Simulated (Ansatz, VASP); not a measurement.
## One calculation of Mo, two programs

The input INCAR:

```
PREC = Accurate
ENCUT = 520
EDIFF = 1E-7
ISMEAR = 0
SIGMA = 0.15
LREAL = False
LASPH = True
NELM = 60
ALGO = Fast
ISIF = 2
LWAVE = False
LCHARG = False
GGA = PE
NBANDS = 13
```

Contents of KPOINTS:

```
regular mesh
0
Gamma
  22 22 22
```

POSCAR

```
Mo
1.0
   -1.5238700000      1.5710000000      1.5710000000
    1.5238700000     -1.5710000000      1.5710000000
    1.5238700000      1.5710000000     -1.5710000000
Mo
1
Direct
    0.0000000000      0.0000000000      0.0000000000
```

Input for Ansatz:

```yaml
crystal:
  lattice:
    - [-1.52387, 1.571, 1.571]
    - [1.52387, -1.571, 1.571]
    - [1.52387, 1.571, -1.571]
  atoms:
    - { symbol: Mo, position: [0.0, 0.0, 0.0] }
basis:
  ecutwfc: 420
kpoints:
  mp_grid: { grid: [22, 22, 22] }
hamiltonian:
  xc: pbe
scf:
  occupations: { method: gaussian, width: 0.15 }
output:
  forces: true
  stress: true
  eigenvalues: true
```

Change from the starting cell: strain -0.0300 x Voigt [1, 0, 0, 0, 0, 0], atoms carried along.

Alike in both runs: task single point; functional PBE; k mesh 22 × 22 × 22; occupations gaussian, width 0.15 eV; no spin polarisation.

|  | VASP | Ansatz |
| --- | --- | --- |
| version | VASP 6.6.1 | Ansatz 0.2.0 |
| potentials or method | VASP PAW PBE potentials, release 64 (Mo_sv), cutoff 520 eV | scalar-relativistic, plane waves, PAW |
| valence electrons in the cell | 14 | 14 |

VASP gave:

* gap on the k mesh at the Fermi level (eV): none
* pressure (GPa): 14.6
* traceless stress, the component that is largest in VASP (GPa): 6.86

Task: Which values does Ansatz return?

Result: gap on the k mesh at the Fermi level (eV): none; pressure (GPa): 14.0; traceless stress, the component that is largest in VASP (GPa): 6.85.

A gap of «none» marks a metal or a gap that the smearing closes.
